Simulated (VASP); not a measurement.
**MgSb2: single point with PBEsol+D4**

MgSb2:

```xyz
6
Lattice="4.7746 -2.9893 0.0000 4.7746 2.9893 0.0000 0.0000 0.0000 5.6989" Properties=species:S:1:pos:R:3 pbc="T T T"
Mg    4.7746    1.1008    4.2742
Mg    4.7746   -1.1008    1.4247
Sb    3.1911   -1.7959    4.2742
Sb    6.3582   -1.7959    4.2742
Sb    3.1911    1.7959    1.4247
Sb    6.3582    1.7959    1.4247
```

- Program: VASP 6.6.1
- Task: single point
- Functional: PBEsol
- Dispersion: D4
- Potentials or basis: VASP PAW PBE potentials, release 64 (Mg, Sb)
- Cutoff: 520 eV
- k mesh: 4 × 4 × 4
- Occupations: fermi-dirac, width 0.1 eV
- Spin: no spin polarisation
- Dipole correction: no
- Further INCAR settings: ALGO = Normal; EDIFF = 1e-06; NBANDS = 21

The pressure is -5.6 GPa, the largest force is 0.217 eV/Å and the band gap on the k mesh is zero (bands 12 and 13 overlap by 1.94 eV). The dispersion energy per atom is -0.225 eV.

Forces on the atoms (eV/Å):
```
Mg   0.000  0.057  0.000
Mg   0.000 -0.057  0.000
Sb   0.209  0.059  0.000
Sb  -0.209  0.059  0.000
Sb   0.209 -0.059  0.000
Sb  -0.209 -0.059  0.000
```

Stress tensor (GPa, compression positive):
```
-4.76  0.00  0.00
 0.00 -5.65  0.00
 0.00  0.00 -6.29
```

Levels at points of the mesh, in eV from the Fermi level:
```
           k point  band 10  band 11  band 12  band 13  band 14  band 15
(0.00, 0.00, 0.00)    -1.20    -1.14    -0.85     0.52     0.55     0.75
(0.50, 0.00, 0.00)    -2.16    -0.30     0.02     0.28     0.56     1.63
(0.50, 0.50, 0.00)    -2.01    -1.95     0.12     0.74     1.18     1.93
(0.00, 0.00, 0.50)    -1.81    -1.67    -1.67    -1.21    -1.21     1.26
(0.50, 0.00, 0.50)    -0.29     0.57     0.57     0.95     0.95     1.83
(0.50, 0.50, 0.50)    -0.67     0.67     0.67     1.64     1.64     1.89
```

It took 60 s on 1 thread of Intel(R) Xeon(R) Platinum 8488C (Sapphire Rapids) (shared host), peak memory 0.27 GiB.

Caveat: the cell stands under tension; the PAW data sets were made with another functional, which shifts forces and pressure a little; spin-orbit coupling is left out, which moves the levels of the heavy elements.
